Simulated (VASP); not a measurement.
Wanted: the native input for a VASP 6.6.1 run.

| Property | Result |
| --- | --- |
| Task | single point |
| Functional | LDA |
| Potentials or basis | VASP PAW LDA potentials, release 64 (Sn_d, O) |
| Cutoff | 520 eV |
| k mesh | 12 × 12 × 10 |
| Occupations | gaussian, width 0.15 eV |
| Spin | no spin polarisation |
| Dipole correction | no |
| Further INCAR settings | ALGO = Normal; EDIFF = 1e-07; NBANDS = 28 |

The structure of SnO lies in POSCAR:

```
SnO
1.0
    4.1566049855      0.0000000000      0.0000000000
    0.0000000000      4.1566049855      0.0000000000
    0.0000000000      0.0000000000      4.2821344561
Sn O
2 2
Direct
    0.0000000000      0.5000000000      0.2457459271
    0.5000000000      0.0000000000      0.7542540729
    0.0000000000      0.0000000000      0.0000000000
    0.5000000000      0.5000000000      0.0000000000
```

The input as run:

INCAR

```
SYSTEM = SnO
PREC     = Accurate       ! precision mode
ENCUT    = 520            ! plane-wave cutoff, eV
EDIFF    = 1E-7           ! SCF threshold, eV
ISMEAR   = 0              ! smearing method
SIGMA    = 0.15           ! smearing width, eV
LREAL    = .FALSE.        ! projectors in reciprocal space
LASPH    = .TRUE.         ! aspherical terms in the spheres
NELM     = 60             ! most SCF steps
ALGO     = Normal         ! electronic algorithm
ISIF     = 2              ! what is computed and relaxed
LWAVE    = .FALSE.        ! write WAVECAR
LCHARG   = .TRUE.         ! write CHGCAR
GGA      = CA             ! functional
LELF     = .TRUE.         ! ELF
LVHAR    = .TRUE.       
NBANDS   = 28             ! bands
```

KPOINTS

```
regular mesh
0
G
  12 12 10
  0 0 0
```

Potentials or basis: VASP PAW LDA potentials, release 64 (Sn_d, O).

Run with:

```bash
$ cat potpaw_LDA.64/Sn_d/POTCAR potpaw_LDA.64/O/POTCAR > POTCAR
$ mpirun -np 1 vasp_std > vasp.out
```

It gave:

```yaml
Pressure: -10.9 GPa
Largest_force: 0.655 eV/Å
Band_gap_on_the_k_mesh: 0.85 eV (least direct gap 1.35 eV)
```

Caveat: the stress differs along the axes, from -15 to -3 GPa; spin-orbit coupling is left out, which moves the levels of the heavy elements.

Run time: 6.9 min on 1 thread of Intel Xeon 8259CL, on a shared host, peak memory 0.36 GiB.
